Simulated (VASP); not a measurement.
Ti3Al: single point with PBE

Ti3Al:

```
CELL_PARAMETERS angstrom
3.10391 0.00000 0.00000
-1.55196 2.68807 0.00000
0.00000 0.00000 8.66301
ATOMIC_POSITIONS crystal
Ti 0.66667 0.33333 0.00000
Ti 0.33333 0.66667 0.75046
Ti 0.33333 0.66667 0.24954
Al 0.66667 0.33333 0.50000
```

```yaml
Program: VASP 6.6.1
Task: single point
Functional: PBE
Potentials_or_basis: VASP PAW PBE potentials, release 64 (Ti_sv, Al)
Cutoff: 520 eV
k_mesh: 18 × 18 × 6
Occupations: gaussian, width 0.15 eV
Spin: no spin polarisation
```

```json
{"Pressure": "-3.9 GPa", "Largest force": "0.072 eV/Å", "Band gap on the k mesh": "zero (an odd number of electrons rules out a gap without spin polarisation)"}
```

Forces in eV/Å, atoms in the order of the input:
```
Ti   0.000  0.000  0.000
Ti   0.000  0.000  0.072
Ti   0.000  0.000 -0.072
Al   0.000  0.000  0.000
```

Stress tensor (GPa, compression positive):
```
-8.86  0.00  0.00
 0.00 -8.86  0.00
 0.00  0.00  6.12
```

Levels at points of the mesh, in eV from the Fermi level:
```tsv
k point	band 18	band 19	band 20	band 21	band 22	band 23
(0.00, 0.00, 0.00)	0.50	0.50	0.55	0.55	1.07	1.07
(0.50, 0.00, 0.00)	-0.84	-0.58	-0.40	0.42	1.03	1.24
(0.00, 0.00, 0.50)	0.52	0.52	0.54	0.54	1.03	1.10
(0.50, 0.00, 0.50)	-1.06	-0.66	-0.35	0.35	1.16	1.37
```

It took 8.1 min on 1 thread of Intel(R) Xeon(R) Platinum 8488C (Sapphire Rapids), with other jobs on the host, peak memory 0.36 GiB.

Caveat: the cell stands under tension.
